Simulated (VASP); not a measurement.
# GaAs (F-43m) in VASP: single point with PBEsol

Aim: the single point of GaAs with PBEsol.

Everything below comes from runs of VASP 6.6.1. Logs are shortened: lines on timing, memory, paths and dates and some standing lists are left out, and cuts for length are marked.

## 1. The cell of the first run

The structure is cubic, space group F-43m (No. 216). The conventional cell has a = 5.658 Å, b = 5.658 Å, c = 5.658 Å, α = 90.00°, β = 90.00°, γ = 90.00°. Within 3.2 Å of Ga (site symmetry -43m) lie 4 As at 2.45 Å. As (site symmetry -43m) has 4 Ga at 2.45 Å within 3.2 Å.

## 2. Single point, PBEsol

Input file INCAR:

```
PREC = Accurate ; ENCUT = 520
EDIFF = 1E-6 ; ISMEAR = 0
SIGMA = 0.02 ; LREAL = Auto
LASPH = True ; NELM = 80
ALGO = Normal ; ISIF = 2
LWAVE = False ; LCHARG = True
GGA = PS ; LELF = True
LVHAR = True ; NBANDS = 166
```

Input file KPOINTS:

```
Automatic mesh
0
Gamma
  3 3 3
```

Input file POSCAR:

```
GaAs
1.0
    5.6579528202      5.6579528202     -5.6579528202
   -5.6579528202     -5.6579528202     -5.6579528202
   -5.6579528202      5.6579528202      5.6579528202
Ga As
16 16
Direct
    0.2500000000      0.0000000000      0.7500000000
    0.5000000000      0.7500000000      0.7500000000
    0.7500000000      0.5000000000      0.7500000000
    0.7500000000      0.0000000000      0.2500000000
    0.0000000000      1.0000000000      0.0000000000
    0.2500000000      0.7500000000      0.0000000000
    0.5000000000      0.5000000000      0.0000000000
    0.7500000000      0.2500000000      0.0000000000
    0.0000000000      0.2500000000      0.7500000000
    0.5000000000      0.0000000000      0.5000000000
    0.7500000000      0.7500000000      0.5000000000
    0.0000000000      0.7500000000      0.2500000000
    0.2500000000      0.5000000000      0.2500000000
    0.5000000000      0.2500000000      0.2500000000
    0.0000000000      0.5000000000      0.5000000000
    0.2500000000      0.2500000000      0.5000000000
    0.2500000000      0.0000000000      0.0000000000
    0.5000000000      0.7500000000      0.0000000000
    0.7500000000      0.5000000000      0.0000000000
    0.7500000000      0.0000000000      0.5000000000
    0.0000000000      0.0000000000      0.2500000000
    0.2500000000      0.7500000000      0.2500000000
    0.5000000000      0.5000000000      0.2500000000
    0.7500000000      0.2500000000      0.2500000000
    0.0000000000      0.2500000000      0.0000000000
    0.5000000000      0.0000000000      0.7500000000
    0.7500000000      0.7500000000      0.7500000000
    0.0000000000      0.7500000000      0.5000000000
    0.2500000000      0.5000000000      0.5000000000
    0.5000000000      0.2500000000      0.5000000000
    0.0000000000      0.5000000000      0.7500000000
    0.2500000000      0.2500000000      0.7500000000
```

Potentials or basis: VASP PAW PBE potentials, release 64 (Ga_d, As).

Started as:

```console
cat potpaw_PBE.64/Ga_d/POTCAR potpaw_PBE.64/As/POTCAR > POTCAR
mpirun -np 1 vasp_std > vasp.out
```

OUTCAR:

```text
PREC = Accurate
   ENCUT = 520
   EDIFF = 1E-6
   ISMEAR = 0
   LREAL = Auto
   LASPH = True
   NELM = 80
   ISIF = 2
   GGA = PS

 ion  position               nearest neighbor table
   1  0.250  0.000  0.750-  17 2.45  26 2.45  28 2.45  32 2.45
   2  0.500  0.750  0.750-  18 2.45  26 2.45  27 2.45  29 2.45
   3  0.750  0.500  0.750-  19 2.45  27 2.45  30 2.45  31 2.45
   4  0.750  0.000  0.250-  18 2.45  20 2.45  21 2.45  24 2.45
   5  0.000  0.000  0.000-  17 2.45  21 2.45  25 2.45  27 2.45
   6  0.250  0.750  0.000-  17 2.45  18 2.45  22 2.45  31 2.45
[... 24 lines left out ...]
  31  0.000  0.500  0.750-   3 2.45   6 2.45   9 2.45  15 2.45
  32  0.250  0.250  0.750-   1 2.45   7 2.45   9 2.45  16 2.45

  LATTYP: Found a body centered cubic cell.
 ALAT       =    11.3159056404

  Lattice vectors:

 A1 = (   5.6579528202,   5.6579528202,  -5.6579528202)
 A2 = (  -5.6579528202,  -5.6579528202,  -5.6579528202)
 A3 = (  -5.6579528202,   5.6579528202,   5.6579528202)

Analysis of symmetry for initial positions (statically):
=====================================================================
 Subroutine PRICEL returns following result:

  LATTYP: Found a face centered cubic cell.
 ALAT       =     5.6579528202

  Lattice vectors:

 A1 = (  -2.8289764101,  -2.8289764101,   0.0000000000)
 A2 = (   0.0000000000,  -2.8289764101,   2.8289764101)
 A3 = (  -2.8289764101,   0.0000000000,   2.8289764101)

  16 primitive cells build up your supercell.

 Routine SETGRP: Setting up the symmetry group for a
 body centered cubic supercell.

 Subroutine GETGRP returns: Found 24 space group operations
 (whereof 24 operations were pure point group operations)
 out of a pool of 48 trial point group operations.

The static configuration has the point symmetry T_d .

Analysis of symmetry for dynamics (positions and initial velocities):
=====================================================================
 Subroutine PRICEL returns following result:

  LATTYP: Found a face centered cubic cell.
 ALAT       =     5.6579528202

  Lattice vectors:

 A1 = (  -2.8289764101,  -2.8289764101,   0.0000000000)
 A2 = (   0.0000000000,  -2.8289764101,   2.8289764101)
[... 90 lines left out ...]
   EDIFF  = 0.1E-05   stopping-criterion for ELM
   LREAL  =      T    real-space projection
   EDIFFG = 0.1E-04   stopping-criterion for IOM
   NSW    =      0    number of steps for IOM
   IBRION =     -1    ionic relax: 0-MD 1-quasi-New 2-CG
   NFREE  =      0    steps in history (QN), initial steepest desc. (CG)
   ISIF   =      2    stress and relaxation
   ISYM   =      2    0-nonsym 1-usesym 2-fastsym
   POTIM  = 0.5000    time-step for ionic-motion
   TEBEG  =    0.0;   TEEND  =   0.0 temperature during run
   PSTRESS=    0.0 pullay stress
   NELECT =     288.0000    total number of electrons
   NUPDOWN=      -1.0000    fix difference up-down
   EMIN   =  10.00;   EMAX   =-10.00  energy-range for DOS
   EFERMI =   0.00;   METHOD = LEGACY
   ISMEAR =     0;   SIGMA  =   0.02  broadening in eV -4-tet -1-fermi 0-gaus
   EFERMI_NEDOS =   21; number of points for ismear=-14 and -15
   IALGO  =     38    algorithm
   IMIX   =      4    mixing-type and parameters
     AMIX     =   0.40;   BMIX     =  1.00
     AMIX_MAG =   1.60;   BMIX_MAG =  1.00
  volume/ion in A,a.u.               =      22.64       152.79
  Fermi-wavevector in a.u.,A,eV,Ry     =   1.203722  2.274705 19.714129  1.448948
  Thomas-Fermi vector in A             =   2.339468
   LORBIT       =      0    0 simple, 1 ext, 2 COOP (PROOUT), +10 PAW based schemes
   GGA     = PS    functional components
   LHFCALC =     F    Hartree Fock is set to
   AEXX    =    0.0000 exact exchange contribution
   IVDW    =     0    specifies the selected vdW correction
   LEPSILON=     F    determine dielectric tensor
   LRPA    =     F    only Hartree local field effects (RPA)
 non-spin polarized calculation
 Gauss-broadening in eV      SIGMA  =   0.02
  energy-cutoff  :      520.00
  volume of cell :      724.50
 maximum number of plane-waves:     19527
 NGX is ok and might be reduce to    80
   NGX = 37   NGY = 37   NGZ = 37

 number of electron     287.9999873 magnetization

 Free energy of the ion-electron system (eV)
  ---------------------------------------------------
  ext. energy  EPLUGINS =         0.00000000
  ---------------------------------------------------
  free energy    TOTEN  =      -145.47076692 eV

  energy without entropy =     -145.47076692  energy(sigma->0) =     -145.47076692

 E-fermi :   3.8700     XC(G=0):  -9.7630

 val. band max:        3.7825860635   @ k =   0.0000   0.0000   0.0000
 cond. band min:       4.2215744359   @ k =   0.0000   0.0000   0.0000
 fundamental gap:      0.4389883724
 Fermi energy:         3.8699617356

 k-point     1 :       0.0000    0.0000    0.0000
  band No.  band energies     occupation
      1     -11.0997      2.00000
      2     -11.0997      2.00000
      3     -11.0997      2.00000
      4     -11.0648      2.00000
      5     -11.0648      2.00000
      6     -11.0648      2.00000
[... 625 lines left out ...]
    155       6.3373      0.00000
    156       6.8248      0.00000
 [bands above 156 left out]

------------------------ aborting loop because EDIFF is reached ----------------------------------------

  FORCE on cell =-STRESS in cart. coord.  units (eV):
  Direction    XX          YY          ZZ          XY          YZ          ZX
  --------------------------------------------------------------------------------------
  -------------------------------------------------------------------------------------
  Total        0.6884381      0.6884381      0.6884381      0.0000000      0.0000000     -0.0000000
  in kB        1.5224307      1.5224307      1.5224307      0.0000000      0.0000000     -0.0000000
  external PRESSURE =       1.5224307 kB  Pullay stress =       0.0000000 kB

 VOLUME and BASIS-vectors are now :
 -----------------------------------------------------------------------------
  energy-cutoff  :      520.00
  volume of cell :      724.50
      direct lattice vectors                 reciprocal lattice vectors
     5.657952820  5.657952820 -5.657952820     0.000000000  0.088371186 -0.088371186
    -5.657952820 -5.657952820 -5.657952820    -0.088371186  0.000000000 -0.088371186
    -5.657952820  5.657952820  5.657952820    -0.088371186  0.088371186  0.000000000

 POSITION                                       TOTAL-FORCE (eV/Angst)
 -----------------------------------------------------------------------------------
     -2.82898      5.65795      2.82898        -0.000000      0.000000     -0.000000
     -5.65795      2.82898     -2.82898        -0.000000     -0.000000     -0.000000
     -2.82898      5.65795     -2.82898        -0.000000     -0.000000     -0.000000
      2.82898      5.65795     -2.82898        -0.000000     -0.000000     -0.000000
      0.00000      0.00000      0.00000        -0.000000     -0.000000     -0.000000
     -2.82898     -2.82898     -5.65795        -0.000000     -0.000000     -0.000000
[... 24 lines left out ...]
     -7.07244      1.41449      1.41449         0.000000      0.000000      0.000000
     -4.24346      4.24346      1.41449         0.000000      0.000000      0.000000
 -----------------------------------------------------------------------------------
    total drift:                               -0.000009      0.000009     -0.000012

  FREE ENERGIE OF THE ION-ELECTRON SYSTEM (eV)
  ---------------------------------------------------
  free  energy   TOTEN  =      -145.4707669226 eV

  energy  without entropy=     -145.4707669226  energy(sigma->0) =     -145.47076692
```

Run time: 46 min. Hardware: 1 thread of Intel Xeon 8259CL, shared host; peak memory 1.1 GiB.

Results:

```
Free energy            : -145.4708 eV
Pressure               : 0.2 GPa
Band gap on the k mesh : 0.44 eV
```

Caveat: semilocal functionals underestimate gaps, and a narrow one can read as zero; the PAW data sets were made with another functional, which shifts forces and pressure a little.
